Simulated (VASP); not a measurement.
CdHgS2: single point with PBE

Crystal: CdHgS2.

```xyz
8
Lattice="-3.0355 3.0355 6.0823 3.0355 -3.0355 6.0823 3.0355 3.0355 -6.0823" Properties=species:S:1:pos:R:3 pbc="T T T"
Cd    0.0000    0.0000    0.0000
Cd    0.0000    3.0355    3.0411
S     1.4943    1.5177    1.5206
S     1.5177   -1.5412    4.5617
S     1.5412    1.5177    7.6029
S    -1.5177    1.5412    4.5617
Hg    0.0000    0.0000    6.0823
Hg    3.0355    0.0000    3.0411
```

- Program: VASP 6.6.1
- Task: single point
- Functional: PBE
- Potentials or basis: VASP PAW PBE potentials, release 64 (Cd, S, Hg)
- Cutoff: 520 eV
- k mesh: 6 × 6 × 6
- Occupations: gaussian, width 0.01 eV
- Spin: no spin polarisation

| Item | Value |
| --- | --- |
| Pressure | -2.4 GPa |
| Band gap on the k mesh | 0.14 eV |

Forces on the atoms (eV/Å):
```
Cd   0.000  0.000  0.000
Cd   0.000  0.000  0.000
S   -0.002  0.000  0.000
S    0.000 -0.002  0.000
S    0.002  0.000  0.000
S    0.000  0.002  0.000
Hg   0.000  0.000  0.000
Hg   0.000  0.000  0.000
```

Levels at points of the mesh, in eV from the valence-band top:
```tsv
k point	band 33	band 34	band 35	band 36	band 37	band 38	band 39	band 40
(0.00, 0.00, 0.00)	-1.67	0.00	0.00	0.00	0.14	3.22	3.70	4.22
(0.50, 0.00, 0.00)	-1.24	-1.14	-0.78	-0.58	2.52	2.93	3.68	4.22
(0.50, 0.50, 0.00)	-0.68	-0.68	-0.60	-0.60	1.99	1.99	3.41	3.41
(0.50, 0.50, 0.50)	-0.90	-0.90	-0.89	-0.89	2.54	2.54	3.70	3.70
```

Run time: 4 min on 1 thread of Intel(R) Xeon(R) 6975P-C (Granite Rapids), on a shared host, peak memory 0.58 GiB.

Caveat: spin-orbit coupling is left out, which moves the levels of the heavy elements.
